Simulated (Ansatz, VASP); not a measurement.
**Co in VASP and in Ansatz**

```
CELL_PARAMETERS angstrom
2.45791 0.00000 0.00000
-1.22895 2.12861 0.00000
0.00000 0.00000 3.96023
ATOMIC_POSITIONS crystal
Co 0.33333 0.66667 0.25000
Co 0.66667 0.33333 0.75000
```

Alike in both runs: functional PBEsol; k mesh 12 × 12 × 6; occupations gaussian, width 0.1 eV; collinear spin.

Ansatz relaxed the structure, and its values are those at the end. VASP's run is a single point on that final structure, the one shown.

```csv
,VASP,Ansatz
version,VASP 6.6.1,Ansatz 0.2.0
potentials or method,"VASP PAW PBE potentials, release 64 (Co), cutoff 600 eV","scalar-relativistic, plane waves, PAW"
valence electrons in the cell,18,34
```

|  | VASP | Ansatz | Ansatz less VASP |
| --- | --- | --- | --- |
| gap on the k mesh at the Fermi level (eV) | none | none | - |
| pressure (GPa) | -1.3 | -0.1 | +1.17 |
| net moment per atom (μB) | 1.54 | 1.55 | +0.012 |
| size of the moment on the site where the two differ most (μB) | 1.54 | 1.61 | +0.069 |

VASP's potentials were made for PBE, not for PBEsol. Site moments also hang on the region over which each program counts them. A gap of «none» marks a metal or a gap that the smearing closes. VASP's potentials hold 18 valence electrons a cell and Ansatz's 34, so a difference there can come from the potentials and not from the codes.
